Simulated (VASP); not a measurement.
# MgO (Fm-3m) in VASP: relaxation of cell and atoms with LDA

Aim: the relaxation of cell and atoms of MgO with LDA.

Program: VASP 6.6.1. These are calculated values, not measurements. Logs are shortened: lines on timing, memory, paths and dates and some standing lists are left out, and cuts for length are marked.

## 1. The cell of the first run

Symmetry: Fm-3m, No. 225, cubic system. Conventional cell: a = 4.217 Å, b = 4.217 Å, c = 4.217 Å, α = 90.00°, β = 90.00°, γ = 90.00°. Mg (site symmetry m-3m) has 6 O at 2.11 Å within 2.8 Å. Within 2.8 Å of O (site symmetry m-3m) lie 6 Mg at 2.11 Å.

## 2. Relaxation of cell and atoms, LDA

The input, INCAR:

```
SYSTEM = MgO
PREC = Accurate ; ENCUT = 840
EDIFF = 1E-7 ; ISMEAR = 0
SIGMA = 0.01 ; LREAL = .FALSE.
LASPH = .TRUE. ; NELM = 120
ALGO = Normal ; ISIF = 3
LWAVE = .FALSE. ; LCHARG = .FALSE.
IBRION = 2 ; NSW = 80
EDIFFG = -0.002 ; GGA_COMPAT = .FALSE.
NELMIN = 4
```

The input, KPOINTS:

```
regular mesh
0
G
  8 8 8
  0 0 0
```

The input, POSCAR:

```
MgO
1.0
    0.0000000000      2.1085000000      2.1085000000
    2.1085000000      0.0000000000      2.1085000000
    2.1085000000      2.1085000000      0.0000000000
Mg O
1 1
Direct
    0.0000000000      0.0000000000      0.0000000000
    0.5000000000      0.5000000000      0.5000000000
```

Potentials or basis: VASP PAW LDA potentials, release 64 (Mg_sv, O).

On the command line:

```console
> cat potpaw_LDA.64/Mg_sv/POTCAR potpaw_LDA.64/O/POTCAR > POTCAR
> mpirun -np 1 vasp_std > vasp.out
```

OUTCAR:

```text
SYSTEM = MgO
   PREC = Accurate
   ENCUT = 840
   EDIFF = 1E-7
   ISMEAR = 0
   LREAL = .FALSE.
   LASPH = .TRUE.
   NELM = 120
   ISIF = 3
   IBRION = 2
   NSW = 80
   EDIFFG = -0.002
   NELMIN = 4

 ion  position               nearest neighbor table
   1  0.000  0.000  0.000-   2 2.11   2 2.11   2 2.11   2 2.11   2 2.11   2 2.11
   2  0.500  0.500  0.500-   1 2.11   1 2.11   1 2.11   1 2.11   1 2.11   1 2.11

  LATTYP: Found a face centered cubic cell.
 ALAT       =     4.2170000000

  Lattice vectors:

 A1 = (   0.0000000000,   2.1085000000,   2.1085000000)
 A2 = (   2.1085000000,   0.0000000000,   2.1085000000)
 A3 = (   2.1085000000,   2.1085000000,   0.0000000000)

Analysis of symmetry for initial positions (statically):
=====================================================================
 Subroutine PRICEL returns:
 Original cell was already a primitive cell.

 Routine SETGRP: Setting up the symmetry group for a
 face centered cubic supercell.

 Subroutine GETGRP returns: Found 48 space group operations
 (whereof 48 operations were pure point group operations)
 out of a pool of 48 trial point group operations.

The static configuration has the point symmetry O_h .

Analysis of symmetry for dynamics (positions and initial velocities):
=====================================================================
 Subroutine PRICEL returns:
 Original cell was already a primitive cell.

 Routine SETGRP: Setting up the symmetry group for a
 face centered cubic supercell.

 Subroutine GETGRP returns: Found 48 space group operations
 (whereof 48 operations were pure point group operations)
 out of a pool of 48 trial point group operations.

The dynamic configuration has the point symmetry O_h .

 Subroutine INISYM returns: Found 48 space group operations
 (whereof 48 operations are pure point group operations),
 and found     1 'primitive' translations

----------------------------------------------------------------------------------------

                                     Primitive cell

  volume of cell :      18.7478

  direct lattice vectors                    reciprocal lattice vectors
     0.000000000  2.108500000  2.108500000    -0.237135404  0.237135404  0.237135404
     2.108500000  0.000000000  2.108500000     0.237135404 -0.237135404  0.237135404
     2.108500000  2.108500000  0.000000000     0.237135404  0.237135404 -0.237135404

  length of vectors
     2.981869296  2.981869296  2.981869296     0.410730569  0.410730569  0.410730569

  position of ions in fractional coordinates (direct lattice)
     0.000000000  0.000000000  0.000000000
     0.500000000  0.500000000  0.500000000

  ion indices of the primitive-cell ions
   primitive index   ion index
                 1           1
                 2           2

----------------------------------------------------------------------------------------

 KPOINTS: regular mesh

Automatic generation of k-mesh.
 Grid dimensions read from file:
 generate k-points for:    8    8    8

 Generating k-lattice:

  Cartesian coordinates                     Fractional coordinates (reciprocal lattice)
    -0.029641926  0.029641926  0.029641926     0.125000000  0.000000000  0.000000000
     0.029641926 -0.029641926  0.029641926     0.000000000  0.125000000  0.000000000
     0.029641926  0.029641926 -0.029641926     0.000000000  0.000000000  0.125000000

  Length of vectors
     0.051341321  0.051341321  0.051341321

  Shift w.r.t. Gamma in fractional coordinates (k-lattice)
     0.000000000  0.000000000  0.000000000

 Subroutine IBZKPT returns following result:
 ===========================================

 Found     29 irreducible k-points:

 Following reciprocal coordinates:
            Coordinates               Weight
  0.000000  0.000000  0.000000      1.000000
  0.125000  0.000000  0.000000      8.000000
  0.250000  0.000000  0.000000      8.000000
  0.375000  0.000000  0.000000      8.000000
  0.500000  0.000000  0.000000      4.000000
  0.125000  0.125000  0.000000      6.000000
[... 16 lines left out ...]
  0.500000  0.250000  0.125000     48.000000
 -0.375000  0.250000  0.125000     24.000000
 [... further k-points ...]
   k-points           NKPTS =     29   k-points in BZ     NKDIM =     29   number of bands    NBANDS=     12
   number of dos      NEDOS =    301   number of ions     NIONS =      2
   total plane-waves  NPLWV =  21952
   dimension x,y,z NGX =    28 NGY =   28 NGZ =   28
   dimension x,y,z NGXF=    56 NGYF=   56 NGZF=   56
   ions per type =               1   1
   NGX,Y,Z   is equivalent  to a cutoff of  15.61, 15.61, 15.61 a.u.
   NGXF,Y,Z  is equivalent  to a cutoff of  31.22, 31.22, 31.22 a.u.
 SYSTEM =  MgO
   PREC   = accura    normal or accurate (medium, high low for compatibility)
   ISTART =      0    job   : 0-new  1-cont  2-samecut
   ICHARG =      2    charge: 1-file 2-atom 10-const
   ISPIN  =      1    spin polarized calculation?
   LNONCOLLINEAR =      F non collinear calculations
   LSORBIT =      F    spin-orbit coupling
   LASPH  =      T    aspherical Exc in radial PAW
   ENCUT  =  840.0 eV  61.74 Ry    7.86 a.u.   7.05  7.05  7.05*2*pi/ulx,y,z
   NELM   =    120;   NELMIN=  4; NELMDL= -5     # of ELM steps
   EDIFF  = 0.1E-06   stopping-criterion for ELM
   LREAL  =      F    real-space projection
   EDIFFG = -.2E-02   stopping-criterion for IOM
   NSW    =     80    number of steps for IOM
   IBRION =      2    ionic relax: 0-MD 1-quasi-New 2-CG
   NFREE  =      1    steps in history (QN), initial steepest desc. (CG)
   ISIF   =      3    stress and relaxation
   ISYM   =      2    0-nonsym 1-usesym 2-fastsym
   POTIM  = 0.5000    time-step for ionic-motion
   TEBEG  =    0.0;   TEEND  =   0.0 temperature during run
   PSTRESS=    0.0 pullay stress
   NELECT =      16.0000    total number of electrons
   NUPDOWN=      -1.0000    fix difference up-down
   EMIN   =  10.00;   EMAX   =-10.00  energy-range for DOS
   EFERMI =   0.00;   METHOD = LEGACY
   ISMEAR =     0;   SIGMA  =   0.01  broadening in eV -4-tet -1-fermi 0-gaus
   EFERMI_NEDOS =   21; number of points for ismear=-14 and -15
   IALGO  =     38    algorithm
   IMIX   =      4    mixing-type and parameters
     AMIX     =   0.40;   BMIX     =  1.00
     AMIX_MAG =   1.60;   BMIX_MAG =  1.00
  volume/ion in A,a.u.               =       9.37        63.26
  Fermi-wavevector in a.u.,A,eV,Ry     =   1.552856  2.934473 32.808574  2.411362
  Thomas-Fermi vector in A             =   2.657171
   LORBIT       =      0    0 simple, 1 ext, 2 COOP (PROOUT), +10 PAW based schemes
   GGA     = CA    functional components
   LHFCALC =     F    Hartree Fock is set to
   AEXX    =    0.0000 exact exchange contribution
   IVDW    =     0    specifies the selected vdW correction
   LEPSILON=     F    determine dielectric tensor
   LRPA    =     F    only Hartree local field effects (RPA)
 conjugate gradient relaxation of ions
 non-spin polarized calculation
 Gauss-broadening in eV      SIGMA  =   0.01
  energy-cutoff  :      840.00
  volume of cell :       18.75
 maximum number of plane-waves:      1056
   NGX = 15   NGY = 15   NGZ = 15

--------------------------------------- Ionic step        1  -------------------------------------------

 number of electron      15.9999995 magnetization

 Free energy of the ion-electron system (eV)
  ---------------------------------------------------
  ext. energy  EPLUGINS =         0.00000000
  ---------------------------------------------------
  free energy    TOTEN  =       -13.22243204 eV

  energy without entropy =      -13.22243204  energy(sigma->0) =      -13.22243204

------------------------ aborting loop because EDIFF is reached ----------------------------------------

  FORCE on cell =-STRESS in cart. coord.  units (eV):
  Direction    XX          YY          ZZ          XY          YZ          ZX
  --------------------------------------------------------------------------------------
  -------------------------------------------------------------------------------------
  Total       -0.7025511     -0.7025511     -0.7025511      0.0000000     -0.0000000      0.0000000
  in kB      -60.0395835    -60.0395835    -60.0395835      0.0000000     -0.0000000      0.0000000
  external PRESSURE =     -60.0395835 kB  Pullay stress =       0.0000000 kB
[... 57 lines left out ...]
  energy  without entropy=      -13.2335484647  energy(sigma->0) =      -13.23354846

--------------------------------------- Ionic step        3  -------------------------------------------

 number of electron      15.9999995 magnetization

 Free energy of the ion-electron system (eV)
  ---------------------------------------------------
  ext. energy  EPLUGINS =         0.00000000
  ---------------------------------------------------
  free energy    TOTEN  =       -13.23559753 eV

  energy without entropy =      -13.23559753  energy(sigma->0) =      -13.23559753

 E-fermi :   3.0527     XC(G=0): -12.1073

 val. band max:        2.8266423826   @ k =   0.0000   0.0000   0.0000
 cond. band min:       7.8269500999   @ k =   0.0000   0.0000   0.0000
 fundamental gap:      5.0003077173
 Fermi energy:         3.0527349695

 k-point     1 :       0.0000    0.0000    0.0000
  band No.  band energies     occupation
      1     -68.4015      2.00000
      2     -35.8578      2.00000
      3     -35.8578      2.00000
      4     -35.8578      2.00000
      5     -14.3352      2.00000
      6       2.8266      2.00000
      7       2.8266      2.00000
      8       2.8266      2.00000
      9       7.8270      0.00000
     10      18.5387      0.00000
     11      18.5387      0.00000
     12      18.5387      0.00000
[... 331 lines left out ...]
 k-point    24 :      -0.3750    0.2500    0.1250
  band No.  band energies     occupation
      1     -68.3884      2.00000
      2     -35.9454      2.00000
      3     -35.8937      2.00000
      4     -35.8769      2.00000
      5     -12.7109      2.00000
      6      -1.3679      2.00000
      7       0.7878      2.00000
      8       1.7747      2.00000
      9      12.5674      0.00000
     10      15.1458      0.00000
     11      16.4094      0.00000
     12      19.8322      0.00000

 [... further k-points ...]
[... 5 lines left out ...]
  --------------------------------------------------------------------------------------
  -------------------------------------------------------------------------------------
  Total        0.0024108      0.0024108      0.0024108      0.0000000      0.0000000      0.0000000
  in kB        0.2137879      0.2137879      0.2137879      0.0000000      0.0000000      0.0000000
  external PRESSURE =       0.2137879 kB  Pullay stress =       0.0000000 kB
[... 17 lines left out ...]
  FREE ENERGIE OF THE ION-ELECTRON SYSTEM (eV)
  ---------------------------------------------------
  free  energy   TOTEN  =       -13.2355975307 eV

  energy  without entropy=      -13.2355975307  energy(sigma->0) =      -13.23559753

 reached required accuracy - stopping structural energy minimisation
```

Wall time 13 s (1 thread of Intel Xeon 6975P-C (Granite Rapids), shared host); peak memory 0.14 GiB.

Results:

* Free energy: -13.2356 eV
* Relaxed volume: 9.03 Å³/atom
* Relaxed cell: a = 2.945 Å, b = 2.945 Å, c = 2.945 Å, α = 60.00°, β = 60.00°, γ = 60.00°
* Space group after relaxing (to 0.1 Å): Fm-3m (No. 225)
* Energy gained by relaxing: 6.6 meV/atom
* Ionic steps: 3
* Pressure after relaxing: 0.0 GPa
* Band gap on the k mesh: 5.00 eV

The path:
| step | energy change (eV) | largest force (eV/Å) | pressure (GPa) | volume (Å³) |
| --- | --- | --- | --- | --- |
| 1 | 0.0000 | 0.0000 | -6.00 | 18.75 |
| 2 | -0.0111 | 0.0000 | 2.59 | 17.81 |
| 3 | -0.0132 | 0.0000 | 0.02 | 18.07 |

Final structure:
```
Mg O
1.0
     0.00000    2.08266    2.08266
     2.08266    0.00000    2.08266
     2.08266    2.08266    0.00000
Mg O
1 1
Cartesian
  0.0000 0.0000 0.0000
  2.0827 2.0827 2.0827
```

As with any semilocal functional, this LDA gap is likely too small. Zero-point motion and thermal expansion aren't in these numbers.
